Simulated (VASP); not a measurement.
# Y (P6_3/mmc) in VASP: single point with PBEsol

Aim: the single point of Y with PBEsol.

Everything below comes from runs of VASP 6.6.1. Logs are shortened: lines on timing, memory, paths and dates and some standing lists are left out, and cuts for length are marked.

## (1) The cell of the first run

The structure is hexagonal, space group P6_3/mmc (No. 194). Conventional cell: a = 3.643 Å, b = 3.643 Å, c = 11.844 Å, α = 90.00°, β = 90.00°, γ = 120.00°. Y (site symmetry -3m) has 12 Y at 3.63 to 3.64 Å within 4.8 Å. Within 4.8 Å of Y (site symmetry -6m2) lie 12 Y at 3.63 to 3.64 Å.

## (2) Single point, PBEsol

INCAR reads:

```
PREC     = Accurate       # precision mode
ENCUT    = 520            # plane-wave cutoff, eV
EDIFF    = 1E-6           # SCF threshold, eV
ISMEAR   = 1              # smearing method
SIGMA    = 0.1            # smearing width, eV
LREAL    = F              # projectors in reciprocal space
LASPH    = T              # aspherical terms in the spheres
NELM     = 100            # most SCF steps
ALGO     = Normal         # electronic algorithm
ISIF     = 2              # what is computed and relaxed
LWAVE    = F              # write WAVECAR
LCHARG   = F              # write CHGCAR
GGA      = PS             # functional
NBANDS   = 30             # bands
```

KPOINTS reads:

```
regular mesh
0
Gamma
  7 7 2
```

POSCAR reads:

```
Y
1.0
    3.6425440000      0.0000000000      0.0000000000
   -1.8212720000      3.1545360000      0.0000000000
    0.0000000000      0.0000000000     11.8441300000
Y
4
Direct
    0.0000000000      0.0000000000      0.0000000000
    0.3333333333      0.6666666667      0.2500000000
    0.0000000000      0.0000000000      0.5000000000
    0.6666666667      0.3333333333      0.7500000000
```

Potentials or basis: VASP PAW PBE potentials, release 64 (Y_sv).

Launch:

```console
cat potpaw_PBE.64/Y_sv/POTCAR > POTCAR
mpirun -np 1 vasp_std > vasp.out
```

OUTCAR:

```text
PREC = Accurate
   ENCUT = 520
   EDIFF = 1E-6
   ISMEAR = 1
   LREAL = F
   LASPH = T
   NELM = 100
   ISIF = 2
   GGA = PS

 ion  position               nearest neighbor table
   1  0.000  0.000  0.000-   2 3.63   4 3.63   4 3.63   2 3.63   4 3.63   2 3.63
   2  0.333  0.667  0.250-   1 3.63   3 3.63   1 3.63   3 3.63   1 3.63   3 3.63
   3  0.000  0.000  0.500-   2 3.63   4 3.63   4 3.63   2 3.63   4 3.63   2 3.63
   4  0.667  0.333  0.750-   1 3.63   3 3.63   1 3.63   3 3.63   1 3.63   3 3.63

  LATTYP: Found a hexagonal cell.
 ALAT       =     3.6425440000
 C/A-ratio  =     3.2516093148

  Lattice vectors:

 A1 = (   3.6425440000,   0.0000000000,   0.0000000000)
 A2 = (  -1.8212720000,   3.1545360000,   0.0000000000)
 A3 = (   0.0000000000,   0.0000000000,  11.8441300000)

Analysis of symmetry for initial positions (statically):
=====================================================================
 Subroutine PRICEL returns:
 Original cell was already a primitive cell.

 Routine SETGRP: Setting up the symmetry group for a
 hexagonal supercell.

 Subroutine GETGRP returns: Found 24 space group operations
 (whereof 12 operations were pure point group operations)
 out of a pool of 24 trial point group operations.

The static configuration has the point symmetry D_3d.
 The point group associated with its full space group is D_6h.

Analysis of symmetry for dynamics (positions and initial velocities):
=====================================================================
 Subroutine PRICEL returns:
 Original cell was already a primitive cell.

 Routine SETGRP: Setting up the symmetry group for a
 hexagonal supercell.

 Subroutine GETGRP returns: Found 24 space group operations
 (whereof 12 operations were pure point group operations)
 out of a pool of 24 trial point group operations.

The dynamic configuration has the point symmetry D_3d.
 The point group associated with its full space group is D_6h.

 Subroutine INISYM returns: Found 24 space group operations
 (whereof 12 operations are pure point group operations),
 and found     1 'primitive' translations

----------------------------------------------------------------------------------------

                                     Primitive cell

  volume of cell :     136.0954

  direct lattice vectors                    reciprocal lattice vectors
     3.642544000  0.000000000  0.000000000     0.274533403  0.158501916  0.000000000
    -1.821272000  3.154536000  0.000000000     0.000000000  0.317003832  0.000000000
     0.000000000  0.000000000 11.844130000     0.000000000  0.000000000  0.084430009

  length of vectors
     3.642544000  3.642544313 11.844130000     0.317003859  0.317003832  0.084430009

  position of ions in fractional coordinates (direct lattice)
     0.000000000  0.000000000  0.000000000
     0.333333333  0.666666667  0.250000000
     0.000000000  0.000000000  0.500000000
     0.666666667  0.333333333  0.750000000

  ion indices of the primitive-cell ions
   primitive index   ion index
                 1           1
                 2           2
                 3           3
                 4           4

----------------------------------------------------------------------------------------

 KPOINTS: regular mesh

Automatic generation of k-mesh.
 Grid dimensions read from file:
 generate k-points for:    7    7    2

 Generating k-lattice:

  Cartesian coordinates                     Fractional coordinates (reciprocal lattice)
     0.039219058  0.022643131  0.000000000     0.142857143  0.000000000  0.000000000
     0.000000000  0.045286262  0.000000000     0.000000000  0.142857143  0.000000000
     0.000000000  0.000000000  0.042215004     0.000000000  0.000000000  0.500000000

  Length of vectors
     0.045286266  0.045286262  0.042215004

  Shift w.r.t. Gamma in fractional coordinates (k-lattice)
     0.000000000  0.000000000  0.000000000

 Subroutine IBZKPT returns following result:
 ===========================================

 Found     16 irreducible k-points:

 Following reciprocal coordinates:
            Coordinates               Weight
  0.000000  0.000000  0.000000      1.000000
  0.142857  0.000000  0.000000      6.000000
  0.285714  0.000000  0.000000      6.000000
  0.428571  0.000000  0.000000      6.000000
  0.142857  0.142857  0.000000      6.000000
  0.285714  0.142857  0.000000     12.000000
[... 8 lines left out ...]
  0.428571  0.142857  0.500000      6.000000
  0.285714  0.285714  0.500000      6.000000
   k-points           NKPTS =     16   k-points in BZ     NKDIM =     16   number of bands    NBANDS=     30
   number of dos      NEDOS =    301   number of ions     NIONS =      4
   total plane-waves  NPLWV =  70560
   dimension x,y,z NGX =    28 NGY =   28 NGZ =   90
   dimension x,y,z NGXF=    56 NGYF=   56 NGZF=  180
   ions per type =               4
   NGX,Y,Z   is equivalent  to a cutoff of  12.78, 12.78, 12.63 a.u.
   NGXF,Y,Z  is equivalent  to a cutoff of  25.56, 25.56, 25.27 a.u.
 SYSTEM =  unknown system
   PREC   = accura    normal or accurate (medium, high low for compatibility)
   ISTART =      0    job   : 0-new  1-cont  2-samecut
   ICHARG =      2    charge: 1-file 2-atom 10-const
   ISPIN  =      1    spin polarized calculation?
   LNONCOLLINEAR =      F non collinear calculations
   LSORBIT =      F    spin-orbit coupling
   LASPH  =      T    aspherical Exc in radial PAW
   ENCUT  =  520.0 eV  38.22 Ry    6.18 a.u.   6.77  6.77 22.02*2*pi/ulx,y,z
   NELM   =    100;   NELMIN=  2; NELMDL= -5     # of ELM steps
   EDIFF  = 0.1E-05   stopping-criterion for ELM
   LREAL  =      F    real-space projection
   EDIFFG = 0.1E-04   stopping-criterion for IOM
   NSW    =      0    number of steps for IOM
   IBRION =     -1    ionic relax: 0-MD 1-quasi-New 2-CG
   NFREE  =      0    steps in history (QN), initial steepest desc. (CG)
   ISIF   =      2    stress and relaxation
   ISYM   =      2    0-nonsym 1-usesym 2-fastsym
   POTIM  = 0.5000    time-step for ionic-motion
   TEBEG  =    0.0;   TEEND  =   0.0 temperature during run
   PSTRESS=    0.0 pullay stress
   NELECT =      44.0000    total number of electrons
   NUPDOWN=      -1.0000    fix difference up-down
   EMIN   =  10.00;   EMAX   =-10.00  energy-range for DOS
   EFERMI =   0.00;   METHOD = LEGACY
   ISMEAR =     1;   SIGMA  =   0.10  broadening in eV -4-tet -1-fermi 0-gaus
   EFERMI_NEDOS =   21; number of points for ismear=-14 and -15
   IALGO  =     38    algorithm
   IMIX   =      4    mixing-type and parameters
     AMIX     =   0.40;   BMIX     =  1.00
     AMIX_MAG =   1.60;   BMIX_MAG =  1.00
  volume/ion in A,a.u.               =      34.02       229.60
  Fermi-wavevector in a.u.,A,eV,Ry     =   1.123599  2.123294 17.177003  1.262474
  Thomas-Fermi vector in A             =   2.260266
   LORBIT       =      0    0 simple, 1 ext, 2 COOP (PROOUT), +10 PAW based schemes
   GGA     = PS    functional components
   LHFCALC =     F    Hartree Fock is set to
   AEXX    =    0.0000 exact exchange contribution
   IVDW    =     0    specifies the selected vdW correction
   LEPSILON=     F    determine dielectric tensor
   LRPA    =     F    only Hartree local field effects (RPA)
 non-spin polarized calculation
 Methfessel and Paxton  Order N= 1 SIGMA  =   0.10
  energy-cutoff  :      520.00
  volume of cell :      136.10
 maximum number of plane-waves:      3704
 NGX is ok and might be reduce to    28
   NGX = 13   NGY = 13   NGZ = 45

 number of electron      44.0000000 magnetization

 Free energy of the ion-electron system (eV)
  ---------------------------------------------------
  ext. energy  EPLUGINS =         0.00000000
  ---------------------------------------------------
  free energy    TOTEN  =       -27.12264584 eV

  energy without entropy =      -27.11653044  energy(sigma->0) =      -27.12060737

 E-fermi :   2.8268     XC(G=0):  -9.3955

 val. band max:        2.6485186339   @ k =   0.1429   0.1429   0.5000
 cond. band min:       2.8304079290   @ k =   0.4286   0.1429   0.5000
 fundamental gap:      0.1818892951
 Fermi energy:         2.8268104795

 k-point     1 :       0.0000    0.0000    0.0000
  band No.  band energies     occupation
      1     -39.9483      2.00000
      2     -39.9235      2.00000
      3     -39.9182      2.00000
      4     -39.8931      2.00000
      5     -20.1900      2.00000
      6     -19.9591      2.00000
[... 22 lines left out ...]
     29       4.7398     -0.00000
     30       4.7410     -0.00000

 k-point     2 :       0.1429    0.0000    0.0000
  band No.  band energies     occupation
      1     -39.9394      2.00000
      2     -39.9169      2.00000
      3     -39.9115      2.00000
      4     -39.8889      2.00000
      5     -20.1587      2.00000
      6     -19.9704      2.00000
[... 22 lines left out ...]
     29       4.6921     -0.00000
     30       4.9892      0.00000

 k-point     3 :       0.2857    0.0000    0.0000
  band No.  band energies     occupation
      1     -39.9180      2.00000
      2     -39.9020      2.00000
      3     -39.8966      2.00000
      4     -39.8805      2.00000
      5     -20.0894      2.00000
      6     -20.0436      2.00000
[... 22 lines left out ...]
     29       4.6753     -0.00000
     30       5.3427      0.00000

 k-point     4 :       0.4286    0.0000    0.0000
  band No.  band energies     occupation
      1     -39.8983      2.00000
      2     -39.8900      2.00000
      3     -39.8846      2.00000
      4     -39.8763      2.00000
      5     -20.1554      2.00000
      6     -20.1550      2.00000
[... 22 lines left out ...]
     29       4.4465     -0.00000
     30       5.5260      0.00000

 k-point     5 :       0.1429    0.1429    0.0000
  band No.  band energies     occupation
      1     -39.9241      2.00000
      2     -39.9061      2.00000
      3     -39.9008      2.00000
      4     -39.8826      2.00000
      5     -20.1032      2.00000
      6     -20.0134      2.00000
[... 22 lines left out ...]
     29       4.6648     -0.00000
     30       5.0725      0.00000
[... 262 lines left out ...]
     29       5.0457      0.00000
     30       5.0457      0.00000

 k-point    14 :       0.2857    0.1429    0.5000
  band No.  band energies     occupation
      1     -39.8995      2.00000
      2     -39.8995      2.00000
      3     -39.8805      2.00000
      4     -39.8805      2.00000
      5     -20.0904      2.00000
      6     -20.0904      2.00000
[... 22 lines left out ...]
     29       4.8151     -0.00000
     30       4.8151     -0.00000

 k-point    15 :       0.4286    0.1429    0.5000
  band No.  band energies     occupation
      1     -39.8898      2.00000
      2     -39.8898      2.00000
      3     -39.8782      2.00000
      4     -39.8782      2.00000
      5     -20.1292      2.00000
      6     -20.1292      2.00000
[... 22 lines left out ...]
     29       4.8402      0.00000
     30       4.8402      0.00000

 k-point    16 :       0.2857    0.2857    0.5000
  band No.  band energies     occupation
      1     -39.8870      2.00000
      2     -39.8870      2.00000
      3     -39.8780      2.00000
      4     -39.8780      2.00000
      5     -20.0824      2.00000
      6     -20.0824      2.00000
[... 22 lines left out ...]
     29       5.0144      0.00000
     30       5.0144      0.00000

------------------------ aborting loop because EDIFF is reached ----------------------------------------

  FORCE on cell =-STRESS in cart. coord.  units (eV):
  Direction    XX          YY          ZZ          XY          YZ          ZX
  --------------------------------------------------------------------------------------
  -------------------------------------------------------------------------------------
  Total       -2.8439886     -2.8439893     -3.5883771      0.0000000     -0.0000000     -0.0000000
  in kB      -33.4807342    -33.4807419    -42.2440158      0.0000000     -0.0000000     -0.0000000
  external PRESSURE =     -36.4018307 kB  Pullay stress =       0.0000000 kB

 VOLUME and BASIS-vectors are now :
 -----------------------------------------------------------------------------
  energy-cutoff  :      520.00
  volume of cell :      136.10
      direct lattice vectors                 reciprocal lattice vectors
     3.642544000  0.000000000  0.000000000     0.274533403  0.158501916  0.000000000
    -1.821272000  3.154536000  0.000000000     0.000000000  0.317003832  0.000000000
     0.000000000  0.000000000 11.844130000     0.000000000  0.000000000  0.084430009

 POSITION                                       TOTAL-FORCE (eV/Angst)
 -----------------------------------------------------------------------------------
      0.00000      0.00000      0.00000         0.000000      0.000000     -0.000000
     -0.00000      2.10302      2.96103        -0.000000      0.000000      0.000000
      0.00000      0.00000      5.92206         0.000000      0.000000     -0.000000
      1.82127      1.05151      8.88310         0.000000     -0.000000     -0.000000
 -----------------------------------------------------------------------------------
    total drift:                                0.000000     -0.000000      0.000000

  FREE ENERGIE OF THE ION-ELECTRON SYSTEM (eV)
  ---------------------------------------------------
  free  energy   TOTEN  =       -27.1226458405 eV

  energy  without entropy=      -27.1165304378  energy(sigma->0) =      -27.12060737
```

It took 35 s on 1 thread of Intel Xeon 6975P-C (Granite Rapids), shared host; peak memory 0.27 GiB.

Results:

| Property | Result |
| --- | --- |
| Free energy | -27.1226 eV |
| Pressure | -3.6 GPa |
| Band gap on the k mesh | zero (band 22 reaches 3.48 eV, above the bottom of band 23 at 2.52 eV) |

Caveat: the PAW data sets were made with another functional, which shifts forces and pressure a little.
